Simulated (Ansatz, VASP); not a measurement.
**One calculation of Bi, two programs**

```
Bi
1.0
    -1.79825    1.79825    1.93779
     1.79825   -1.79825    1.93779
     1.79825    1.79825   -1.93779
Bi
1
Cartesian
  0.0000 0.0000 0.0000
```

Alike in both runs: task single point; functional PBEsol; dispersion D3(BJ); k mesh 18 × 18 × 18; occupations gaussian, width 0.15 eV; no spin polarisation.

|  | VASP | Ansatz |
| --- | --- | --- |
| version | VASP 6.6.1 | Ansatz 0.2.0 |
| potentials or method | VASP PAW PBE potentials, release 64 (Bi_d), cutoff 520 eV | scalar-relativistic, plane waves, PAW |
| valence electrons in the cell | 15 | 15 |

```tsv
	VASP	Ansatz	Ansatz less VASP
gap on the k mesh at the Fermi level (eV)	none	none	-
pressure (GPa)	12.1	12.2	+0.05
traceless stress, the component that is largest in VASP (GPa)	-1.29	-1.30	-0.008
```

VASP's potentials were made for PBE, not for PBEsol. A gap of «none» marks a metal or a gap that the smearing closes.

Spin-orbit coupling is off throughout.
